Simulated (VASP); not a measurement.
# Ru (P6_3/mmc) in VASP: notebook, part 2 of 2

VASP 6.6.1. The steps go on from the part before.

## 4. Single point, B3LYP

This run uses another cell than the first one, of the same volume but with other edges.

POSCAR

```
Ru
1.0
    2.7378432345      0.0000000000      0.0000000000
   -1.3689216172      2.3710417926      0.0000000000
    0.0000000000      0.0000000000      4.2613833846
Ru
2
Direct
    0.6666666667      0.3333333333      0.7500000000
    0.3333333333      0.6666666667      0.2500000000
```

INCAR.step1

```
SYSTEM = Ru
PREC     = Accurate       ! precision mode
ENCUT    = 520            ! plane-wave cutoff, eV
EDIFF    = 1E-5           ! SCF threshold, eV
ISMEAR   = -1             ! smearing method
SIGMA    = 0.05           ! smearing width, eV
LREAL    = .FALSE.        ! projectors in reciprocal space
LASPH    = .TRUE.         ! aspherical terms in the spheres
NELM     = 100            ! most SCF steps
ALGO     = Normal         ! electronic algorithm
ISIF     = 2              ! what is computed and relaxed
LWAVE    = .TRUE.         ! write WAVECAR
LCHARG   = .FALSE.        ! write CHGCAR
GGA      = PE             ! functional
NBANDS   = 21             ! bands
```

INCAR.step2

```
SYSTEM = Ru
PREC     = Accurate       ! precision mode
ENCUT    = 520            ! plane-wave cutoff, eV
EDIFF    = 1E-6           ! SCF threshold, eV
ISMEAR   = -1             ! smearing method
SIGMA    = 0.05           ! smearing width, eV
LREAL    = .FALSE.        ! projectors in reciprocal space
LASPH    = .TRUE.         ! aspherical terms in the spheres
NELM     = 100            ! most SCF steps
ALGO     = Normal         ! electronic algorithm
ISIF     = 2              ! what is computed and relaxed
LWAVE    = .FALSE.        ! write WAVECAR
LCHARG   = .FALSE.        ! write CHGCAR
GGA      = B3             ! functional
LHFCALC  = .TRUE.         ! exact exchange
AEXX     = 0.2            ! exact-exchange fraction
AGGAX    = 0.72         
AGGAC    = 0.81         
ALDAC    = 0.19         
PRECFOCK = Normal       
ISTART   = 1            
NBANDS   = 21             ! bands
```

KPOINTS

```
regular mesh
0
G
  6 6 3
  0 0 0
```

Potentials or basis: VASP PAW PBE potentials, release 64 (Ru_pv).

Command:

```
cat potpaw_PBE.64/Ru_pv/POTCAR > POTCAR
cp INCAR.step1 INCAR
mpirun -np 1 vasp_std > vasp.out
cp INCAR.step2 INCAR
mpirun -np 1 vasp_std > vasp.out
```

OUTCAR:

```text
SYSTEM = Ru
   PREC = Accurate
   ENCUT = 520
   EDIFF = 1E-6
   ISMEAR = -1
   LREAL = .FALSE.
   LASPH = .TRUE.
   NELM = 100
   ISIF = 2
   GGA = B3
   LHFCALC = .TRUE.
   AEXX = 0.2
   PRECFOCK = Normal
   ISTART = 1

 ion  position               nearest neighbor table
   1  0.667  0.333  0.750-   2 2.65   2 2.65   2 2.65   2 2.65   2 2.65   2 2.65
   2  0.333  0.667  0.250-   1 2.65   1 2.65   1 2.65   1 2.65   1 2.65   1 2.65

  LATTYP: Found a hexagonal cell.
 ALAT       =     2.7378432345
 C/A-ratio  =     1.5564745749
[... 523 lines left out ...]

  FORCE on cell =-STRESS in cart. coord.  units (eV):
  Direction    XX          YY          ZZ          XY          YZ          ZX
  --------------------------------------------------------------------------------------
  -------------------------------------------------------------------------------------
  Total        0.1290639      0.1290639      0.2218153      0.0000000     -0.0000000      0.0000000
  in kB        7.4751002      7.4751002     12.8470561      0.0000000     -0.0000000      0.0000000
  external PRESSURE =       9.2657522 kB  Pullay stress =       0.0000000 kB

 VOLUME and BASIS-vectors are now :
 -----------------------------------------------------------------------------
  energy-cutoff  :      520.00
  volume of cell :       27.66
      direct lattice vectors                 reciprocal lattice vectors
     2.737843235  0.000000000  0.000000000     0.365251008  0.210877768  0.000000000
    -1.368921617  2.371041793  0.000000000     0.000000000  0.421755535  0.000000000
     0.000000000  0.000000000  4.261383385     0.000000000  0.000000000  0.234665579

 POSITION                                       TOTAL-FORCE (eV/Angst)
 -----------------------------------------------------------------------------------
      1.36892      0.79035      3.19604        -0.000000      0.000000     -0.000000
     -0.00000      1.58069      1.06535         0.000000     -0.000000      0.000000
 -----------------------------------------------------------------------------------
    total drift:                               -0.000000      0.000000      0.000000

  FREE ENERGIE OF THE ION-ELECTRON SYSTEM (eV)
  ---------------------------------------------------
  free  energy   TOTEN  =       -20.2755099056 eV

  energy  without entropy=      -20.2753575072  energy(sigma->0) =      -20.27543371
```

OUTCAR.step1:

```text
SYSTEM = Ru
   PREC = Accurate
   ENCUT = 520
   EDIFF = 1E-5
   ISMEAR = -1
   LREAL = .FALSE.
[... 547 lines left out ...]
      1.36892      0.79035      3.19604        -0.000000      0.000000      0.000000
     -0.00000      1.58069      1.06535         0.000000     -0.000000      0.000000
 -----------------------------------------------------------------------------------
    total drift:                               -0.000000      0.000000     -0.000000

  FREE ENERGIE OF THE ION-ELECTRON SYSTEM (eV)
  ---------------------------------------------------
  free  energy   TOTEN  =       -18.3989494570 eV

  energy  without entropy=      -18.3898343643  energy(sigma->0) =      -18.39439191
```

OSZICAR.step1:

```text
N       E                     dE             d eps       ncg     rms          rms(c)
DAV:   1     0.288610014532E+03    0.28861E+03   -0.17417E+04   588   0.148E+03
DAV:   2    -0.138879854202E+02   -0.30250E+03   -0.29172E+03   598   0.449E+02
DAV:   3    -0.197023234689E+02   -0.58143E+01   -0.57765E+01   673   0.689E+01
DAV:   4    -0.197440846154E+02   -0.41761E-01   -0.41705E-01   741   0.552E+00
DAV:   5    -0.197445835284E+02   -0.49891E-03   -0.49587E-03   658   0.617E-01    0.170E+01
DAV:   6    -0.184872543891E+02    0.12573E+01   -0.27828E+00   658   0.163E+01    0.459E+00
DAV:   7    -0.184065280738E+02    0.80726E-01   -0.53733E-01   688   0.533E+00    0.890E-01
DAV:   8    -0.183999129331E+02    0.66151E-02   -0.20658E-02   638   0.109E+00    0.393E-01
DAV:   9    -0.183989473840E+02    0.96555E-03   -0.14692E-03   688   0.413E-01    0.352E-02
DAV:  10    -0.183989536104E+02   -0.62264E-05   -0.10875E-04   663   0.105E-01    0.263E-02
DAV:  11    -0.183989494570E+02    0.41534E-05   -0.10495E-05   384   0.309E-02
   1 F= -.18398949E+02 E0= -.18394392E+02  d E =-.911509E-02
```

Wall time 25 min (1 thread of AMD EPYC 7R13 (Zen 3), shared host); peak memory 0.13 GiB.

Results:

```yaml
Free_energy: -20.2755 eV
Pressure: 0.9 GPa
Band_gap_on_the_k_mesh: zero (band 14 reaches 14.55 eV, above the bottom of band 15 at 10.37 eV)
```

Caveat: the k points lie up to 0.49 Å⁻¹ apart; the PAW data sets were made with another functional, which shifts forces and pressure a little.

## 5. Single point, PBEsol+D3(BJ)

This run uses another cell than the first one, of 13.57 Å³/atom, 0.980 times its volume.

INCAR

```
SYSTEM = Ru
ALGO = Fast ; EDIFF = 1E-6
ENCUT = 520 ; GGA = PS
ISIF = 2 ; ISMEAR = -1
IVDW = 12 ; LASPH = .True.
LCHARG = .False. ; LREAL = .False.
LWAVE = .False. ; NBANDS = 21
NELM = 80 ; PREC = Accurate
SIGMA = 0.05
```

KPOINTS

```
k-points
0
Gamma
  11 11 6
  0 0 0
```

POSCAR

```
Ru
1.0
    2.7058000000      0.0000000000      0.0000000000
   -1.3529000000      2.3432915376      0.0000000000
    0.0000000000      0.0000000000      4.2819000000
Ru
2
Direct
    0.6666666667      0.3333333333      0.7500000000
    0.3333333333      0.6666666667      0.2500000000
```

Command:

```
cat potpaw_PBE.64/Ru_pv/POTCAR > POTCAR
mpirun -np 1 vasp_std > vasp.out
```

Run time: 50 s. Hardware: 1 thread of AMD EPYC 7R13, shared host; peak memory 0.13 GiB.

Results (log left out):

```yaml
Free_energy: -21.5170 eV
Pressure: -13.3 GPa
Band_gap_on_the_k_mesh: zero (band 14 reaches 14.20 eV, above the bottom of band 15 at 11.13 eV)
Dispersion_energy_per_atom: -0.594 eV
```

Stress tensor (GPa, compression positive):
```
-13.19   0.00   0.00
  0.00 -13.19   0.00
  0.00   0.00 -13.67
```

Levels at points of the mesh, in eV from the Fermi level:
| k point | band 11 | band 12 | band 13 | band 14 | band 15 | band 16 | band 17 | band 18 |
| --- | --- | --- | --- | --- | --- | --- | --- | --- |
| (0.00, 0.00, 0.00) | -2.36 | -1.85 | -1.85 | -1.32 | -1.32 | 1.26 | 1.26 | 1.31 |
| (0.00, 0.00, 0.50) | -2.70 | -2.70 | -2.67 | -2.67 | 0.62 | 0.62 | 0.62 | 0.62 |

Caveat: the PAW data sets were made with another functional, which shifts forces and pressure a little; pairwise dispersion overbinds metals, which lowers pressure and volume.

## 6. Single point, revPBE+D3(BJ)

This run uses another cell than the first one, of 13.57 Å³/atom, 0.980 times its volume.

INCAR

```
PREC = Accurate
ENCUT = 520
EDIFF = 1E-7
ISMEAR = -1
SIGMA = 0.05
LREAL = False
LASPH = True
NELM = 100
ALGO = Normal
ISIF = 2
LWAVE = False
LCHARG = False
GGA = RE
IVDW = 12
NBANDS = 21
```

KPOINTS

```
Automatic mesh
0
Gamma
  11 11 6
```

POSCAR is that of step 5.

Potentials or basis: VASP PAW PBE potentials, release 64 (Ru_pv).

Command:

```
cat potpaw_PBE.64/Ru_pv/POTCAR > POTCAR
mpirun -np 1 vasp_std > vasp.out
```

Run time: 56 s. Hardware: 1 thread of AMD EPYC 7R13, shared host; peak memory 0.13 GiB.

It converged, with:

```
Free energy                : -19.7931 eV
Pressure                   : -6.9 GPa
Band gap on the k mesh     : zero (band 14 reaches 14.39 eV, above the bottom of band 15 at 11.33 eV)
Dispersion energy per atom : -1.181 eV
```

Levels at points of the mesh, in eV from the Fermi level:
```tsv
k point	band 12	band 13	band 14	band 15	band 16	band 17
(0.00, 0.00, 0.00)	-1.84	-1.84	-1.32	-1.32	1.25	1.25
(0.00, 0.00, 0.50)	-2.69	-2.64	-2.64	0.61	0.61	0.61
```

Caveat: the PAW data sets were made with another functional, which shifts forces and pressure a little; pairwise dispersion overbinds metals, which lowers pressure and volume.

## 7. Summary

```tsv
level	cell	k mesh	cutoff (eV)	grid for exact exchange (PRECFOCK)	gap on the mesh (eV)	pressure (GPa)
PBEsol	a = 2.706, b = 2.706, c = 4.368 Å, angles 90.0, 90.0, 120.0°, 2 atoms	11 × 11 × 6	500	-	none	-12.3
PBEsol	a = 2.706, b = 2.706, c = 4.453 Å, angles 90.0, 90.0, 120.0°, 2 atoms	11 × 11 × 6	500	-	none	-17.5
B3LYP	a = 2.738, b = 2.738, c = 4.261 Å, angles 90.0, 90.0, 120.0°, 2 atoms	6 × 6 × 3	520	Normal	none	0.9
PBEsol+D3(BJ)	a = 2.706, b = 2.706, c = 4.282 Å, angles 90.0, 90.0, 120.0°, 2 atoms	11 × 11 × 6	520	-	none	-13.3
revPBE+D3(BJ)	a = 2.706, b = 2.706, c = 4.282 Å, angles 90.0, 90.0, 120.0°, 2 atoms	11 × 11 × 6	520	-	none	-6.9
```

Alike in all rows: task single point; potentials or basis VASP PAW PBE potentials, release 64 (Ru_pv); no spin polarisation; smearing fermi-dirac 0.05 eV.

Caveats: some runs use coarse meshes; the PAW data sets were made with another functional, which shifts forces and pressure a little; pairwise dispersion overbinds metals, which lowers pressure and volume (some runs).

Absolute energies hang on the potentials; compare differences alone.
